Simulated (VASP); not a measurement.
# Cr2Ni (P6/mmm) in VASP: notebook

The runs below take Cr2Ni through single point, relaxation of cell and atoms, with PBE.

Program: VASP 6.6.1. These are calculated values, not measurements. Logs are shortened: lines on timing, memory, paths and dates and some standing lists are left out, and cuts for length are marked.

### 1 The cell of the first run

It takes space group P6/mmm (No. 191, hexagonal). Conventional cell: a = 4.059 Å, b = 4.059 Å, c = 2.397 Å, α = 90.00°, β = 90.00°, γ = 120.00°. Within 3.1 Å of Cr (site symmetry -6m2) lie 5 Cr at 2.34 to 2.40 Å and 6 Ni at 2.63 Å. Ni (site symmetry 6/mmm) has 2 Ni at 2.40 Å and 12 Cr at 2.63 Å within 3.2 Å.

### 2 Single point, PBE

File INCAR:

```
PREC     = Accurate       # precision mode
ENCUT    = 520            # plane-wave cutoff, eV
EDIFF    = 1E-6           # SCF threshold, eV
ISMEAR   = 0              # smearing method
SIGMA    = 0.1            # smearing width, eV
LREAL    = False          # projectors in reciprocal space
LASPH    = True           # aspherical terms in the spheres
NELM     = 100            # most SCF steps
ALGO     = Fast           # electronic algorithm
ISIF     = 2              # what is computed and relaxed
LWAVE    = False          # write WAVECAR
LCHARG   = False          # write CHGCAR
GGA      = PE             # functional
NBANDS   = 24             # bands
```

File KPOINTS:

```
Automatic mesh
0
Gamma
  6 6 6
```

File POSCAR:

```
Cr2Ni
1.0
    4.0585469327      0.0000000000      0.0000000000
   -2.0292734664      3.5148047461      0.0000000000
    0.0000000000      0.0000000000      2.3967897365
Cr Ni
2 1
Direct
    0.3333333333      0.6666666667      0.5000000000
    0.6666666667      0.3333333333      0.5000000000
    0.0000000000      0.0000000000      0.0000000000
```

Potentials or basis: VASP PAW PBE potentials, release 64 (Cr_pv, Ni).

Command:

```sh
$ cat potpaw_PBE.64/Cr_pv/POTCAR potpaw_PBE.64/Ni/POTCAR > POTCAR
$ mpirun -np 1 vasp_std > vasp.out
```

OUTCAR:

```text
PREC = Accurate
   ENCUT = 520
   EDIFF = 1E-6
   ISMEAR = 0
   LREAL = False
   LASPH = True
   NELM = 100
   ISIF = 2
   GGA = PE

 ion  position               nearest neighbor table
   1  0.333  0.667  0.500-   2 2.34   2 2.34   2 2.34   3 2.63   3 2.63   3 2.63   3 2.63   3 2.63
                             3 2.63
   2  0.667  0.333  0.500-   1 2.34   1 2.34   1 2.34   3 2.63   3 2.63   3 2.63   3 2.63   3 2.63
                             3 2.63
   3  0.000  0.000  0.000-   1 2.63   2 2.63   1 2.63   2 2.63   1 2.63   1 2.63   2 2.63   2 2.63
                             2 2.63   2 2.63   1 2.63   1 2.63

  LATTYP: Found a hexagonal cell.
 ALAT       =     4.0585469327
 C/A-ratio  =     0.5905536578

  Lattice vectors:

 A1 = (   4.0585469327,   0.0000000000,   0.0000000000)
 A2 = (  -2.0292734664,   3.5148047461,   0.0000000000)
 A3 = (   0.0000000000,   0.0000000000,   2.3967897365)

Analysis of symmetry for initial positions (statically):
=====================================================================
 Subroutine PRICEL returns:
 Original cell was already a primitive cell.

 Routine SETGRP: Setting up the symmetry group for a
 hexagonal supercell.

 Subroutine GETGRP returns: Found 24 space group operations
 (whereof 24 operations were pure point group operations)
 out of a pool of 24 trial point group operations.

The static configuration has the point symmetry D_6h.

Analysis of symmetry for dynamics (positions and initial velocities):
=====================================================================
 Subroutine PRICEL returns:
 Original cell was already a primitive cell.

 Routine SETGRP: Setting up the symmetry group for a
 hexagonal supercell.

 Subroutine GETGRP returns: Found 24 space group operations
 (whereof 24 operations were pure point group operations)
 out of a pool of 24 trial point group operations.

The dynamic configuration has the point symmetry D_6h.

 Subroutine INISYM returns: Found 24 space group operations
 (whereof 24 operations are pure point group operations),
 and found     1 'primitive' translations

----------------------------------------------------------------------------------------

                                     Primitive cell

  volume of cell :      34.1902

  direct lattice vectors                    reciprocal lattice vectors
     4.058546933  0.000000000  0.000000000     0.246393603  0.142255413  0.000000000
    -2.029273466  3.514804746  0.000000000     0.000000000  0.284510826  0.000000000
     0.000000000  0.000000000  2.396789737     0.000000000  0.000000000  0.417224751

  length of vectors
     4.058546933  4.058546933  2.396789737     0.284510826  0.284510826  0.417224751

  position of ions in fractional coordinates (direct lattice)
     0.333333333  0.666666667  0.500000000
     0.666666667  0.333333333  0.500000000
     0.000000000  0.000000000  0.000000000

  ion indices of the primitive-cell ions
   primitive index   ion index
                 1           1
                 2           2
                 3           3

----------------------------------------------------------------------------------------

 KPOINTS: Automatic mesh

Automatic generation of k-mesh.
 Grid dimensions read from file:
 generate k-points for:    6    6    6

 Generating k-lattice:

  Cartesian coordinates                     Fractional coordinates (reciprocal lattice)
     0.041065600  0.023709235  0.000000000     0.166666667  0.000000000  0.000000000
     0.000000000  0.047418471  0.000000000     0.000000000  0.166666667  0.000000000
     0.000000000  0.000000000  0.069537458     0.000000000  0.000000000  0.166666667

  Length of vectors
     0.047418471  0.047418471  0.069537458

  Shift w.r.t. Gamma in fractional coordinates (k-lattice)
     0.000000000  0.000000000  0.000000000

 Subroutine IBZKPT returns following result:
 ===========================================

 Found     28 irreducible k-points:

 Following reciprocal coordinates:
            Coordinates               Weight
  0.000000  0.000000  0.000000      1.000000
  0.166667  0.000000  0.000000      6.000000
  0.333333  0.000000  0.000000      6.000000
  0.500000  0.000000  0.000000      3.000000
  0.166667  0.166667  0.000000      6.000000
  0.333333  0.166667  0.000000     12.000000
[... 16 lines left out ...]
  0.166667  0.000000  0.500000      6.000000
  0.333333  0.000000  0.500000      6.000000
 [... further k-points ...]
   k-points           NKPTS =     28   k-points in BZ     NKDIM =     28   number of bands    NBANDS=     24
   number of dos      NEDOS =    301   number of ions     NIONS =      3
   total plane-waves  NPLWV =  16200
   dimension x,y,z NGX =    30 NGY =   30 NGZ =   18
   dimension x,y,z NGXF=    60 NGYF=   60 NGZF=   36
   ions per type =               2   1
   NGX,Y,Z   is equivalent  to a cutoff of  12.29, 12.29, 12.49 a.u.
   NGXF,Y,Z  is equivalent  to a cutoff of  24.58, 24.58, 24.97 a.u.
 SYSTEM =  unknown system
   PREC   = accura    normal or accurate (medium, high low for compatibility)
   ISTART =      0    job   : 0-new  1-cont  2-samecut
   ICHARG =      2    charge: 1-file 2-atom 10-const
   ISPIN  =      1    spin polarized calculation?
   LNONCOLLINEAR =      F non collinear calculations
   LSORBIT =      F    spin-orbit coupling
   LASPH  =      T    aspherical Exc in radial PAW
   ENCUT  =  520.0 eV  38.22 Ry    6.18 a.u.   7.55  7.55  4.46*2*pi/ulx,y,z
   NELM   =    100;   NELMIN=  2; NELMDL= -5     # of ELM steps
   EDIFF  = 0.1E-05   stopping-criterion for ELM
   LREAL  =      F    real-space projection
   EDIFFG = 0.1E-04   stopping-criterion for IOM
   NSW    =      0    number of steps for IOM
   IBRION =     -1    ionic relax: 0-MD 1-quasi-New 2-CG
   NFREE  =      0    steps in history (QN), initial steepest desc. (CG)
   ISIF   =      2    stress and relaxation
   ISYM   =      2    0-nonsym 1-usesym 2-fastsym
   POTIM  = 0.5000    time-step for ionic-motion
   TEBEG  =    0.0;   TEEND  =   0.0 temperature during run
   PSTRESS=    0.0 pullay stress
   NELECT =      34.0000    total number of electrons
   NUPDOWN=      -1.0000    fix difference up-down
   EMIN   =  10.00;   EMAX   =-10.00  energy-range for DOS
   EFERMI =   0.00;   METHOD = LEGACY
   ISMEAR =     0;   SIGMA  =   0.10  broadening in eV -4-tet -1-fermi 0-gaus
   EFERMI_NEDOS =   21; number of points for ismear=-14 and -15
   IALGO  =     68    algorithm
   IMIX   =      4    mixing-type and parameters
     AMIX     =   0.40;   BMIX     =  1.00
     AMIX_MAG =   1.60;   BMIX_MAG =  1.00
  volume/ion in A,a.u.               =      11.40        76.91
  Fermi-wavevector in a.u.,A,eV,Ry     =   1.634057  3.087920 36.329496  2.670143
  Thomas-Fermi vector in A             =   2.725759
   LORBIT       =      0    0 simple, 1 ext, 2 COOP (PROOUT), +10 PAW based schemes
   GGA     = PE    functional components
   LHFCALC =     F    Hartree Fock is set to
   AEXX    =    0.0000 exact exchange contribution
   IVDW    =     0    specifies the selected vdW correction
   LEPSILON=     F    determine dielectric tensor
   LRPA    =     F    only Hartree local field effects (RPA)
 non-spin polarized calculation
 RMM-DIIS sequential band-by-band and
 Gauss-broadening in eV      SIGMA  =   0.10
  energy-cutoff  :      520.00
  volume of cell :       34.19
 maximum number of plane-waves:       937
   NGX = 15   NGY = 15   NGZ =  9

 number of electron      34.0000004 magnetization

 Free energy of the ion-electron system (eV)
  ---------------------------------------------------
  ext. energy  EPLUGINS =         0.00000000
  ---------------------------------------------------
  free energy    TOTEN  =       -23.91676965 eV

  energy without entropy =      -23.88594899  energy(sigma->0) =      -23.90135932

 E-fermi :  10.2544     XC(G=0): -13.4812

 val. band max:       10.2523970760   @ k =   0.1667   0.1667   0.3333
 cond. band min:      10.2579283053   @ k =   0.3333   0.0000   0.3333
 fundamental gap:      0.0055312293
 Fermi energy:        10.2544320971

 k-point     1 :       0.0000    0.0000    0.0000
  band No.  band energies     occupation
      1     -32.7965      2.00000
      2     -32.7965      2.00000
      3     -32.2877      2.00000
      4     -32.1527      2.00000
      5     -32.1485      2.00000
      6     -32.1485      2.00000
[... 16 lines left out ...]
     23      17.6909      0.00000
     24      17.6909      0.00000

 k-point     2 :       0.1667    0.0000    0.0000
  band No.  band energies     occupation
      1     -32.8119      2.00000
      2     -32.7661      2.00000
      3     -32.2798      2.00000
      4     -32.1811      2.00000
      5     -32.1607      2.00000
      6     -32.1322      2.00000
[... 16 lines left out ...]
     23      15.2856      0.00000
     24      15.6442      0.00000

 k-point     3 :       0.3333    0.0000    0.0000
  band No.  band energies     occupation
      1     -32.8407      2.00000
      2     -32.6933      2.00000
      3     -32.2594      2.00000
      4     -32.2580      2.00000
      5     -32.1813      2.00000
      6     -32.1017      2.00000
[... 16 lines left out ...]
     23      13.3120      0.00000
     24      13.6289      0.00000
[... 514 lines left out ...]
 k-point    23 :       0.1667    0.0000    0.5000
  band No.  band energies     occupation
      1     -33.1023      2.00000
      2     -32.9168      2.00000
      3     -32.7014      2.00000
      4     -32.6577      2.00000
      5     -32.0994      2.00000
      6     -32.0537      2.00000
[... 16 lines left out ...]
     23      15.0834      0.00000
     24      20.2544      0.00000

 k-point    24 :       0.3333    0.0000    0.5000
  band No.  band energies     occupation
      1     -33.0699      2.00000
      2     -32.9489      2.00000
      3     -32.7289      2.00000
      4     -32.5868      2.00000
      5     -32.1729      2.00000
      6     -32.0250      2.00000
[... 16 lines left out ...]
     23      15.0221      0.00000
     24      18.2283      0.00000

 [... further k-points ...]

------------------------ aborting loop because EDIFF is reached ----------------------------------------

  FORCE on cell =-STRESS in cart. coord.  units (eV):
  Direction    XX          YY          ZZ          XY          YZ          ZX
  --------------------------------------------------------------------------------------
  -------------------------------------------------------------------------------------
  Total        0.0009307      0.0009307     -0.0598621     -0.0000000     -0.0000000     -0.0000000
  in kB        0.0436111      0.0436111     -2.8051790     -0.0000000     -0.0000000     -0.0000000
  external PRESSURE =      -0.9059856 kB  Pullay stress =       0.0000000 kB

 VOLUME and BASIS-vectors are now :
 -----------------------------------------------------------------------------
  energy-cutoff  :      520.00
  volume of cell :       34.19
      direct lattice vectors                 reciprocal lattice vectors
     4.058546933  0.000000000  0.000000000     0.246393603  0.142255413  0.000000000
    -2.029273466  3.514804746  0.000000000     0.000000000  0.284510826  0.000000000
     0.000000000  0.000000000  2.396789737     0.000000000  0.000000000  0.417224751

 POSITION                                       TOTAL-FORCE (eV/Angst)
 -----------------------------------------------------------------------------------
     -0.00000      2.34320      1.19839        -0.000000      0.000000     -0.000000
      2.02927      1.17160      1.19839         0.000000     -0.000000      0.000000
      0.00000      0.00000      0.00000        -0.000000      0.000000      0.000000
 -----------------------------------------------------------------------------------
    total drift:                               -0.000000      0.000000      0.000000

  FREE ENERGIE OF THE ION-ELECTRON SYSTEM (eV)
  ---------------------------------------------------
  free  energy   TOTEN  =       -23.9167696453 eV

  energy  without entropy=      -23.8859489855  energy(sigma->0) =      -23.90135932
```

It took 40 s on 1 thread of Intel Xeon Platinum 8375C at 2.90GHz (Ice Lake), shared host; peak memory 0.15 GiB.

Results:

* Free energy: -23.9168 eV
* Pressure: -0.1 GPa
* Band gap on the k mesh: zero (band 17 reaches 10.63 eV, above the bottom of band 18 at 9.76 eV)

Caveat: the k points lie up to 0.44 Å⁻¹ apart; the run has no spin polarisation, though such a crystal can be magnetic.

(Continued in part 2 of 2.)
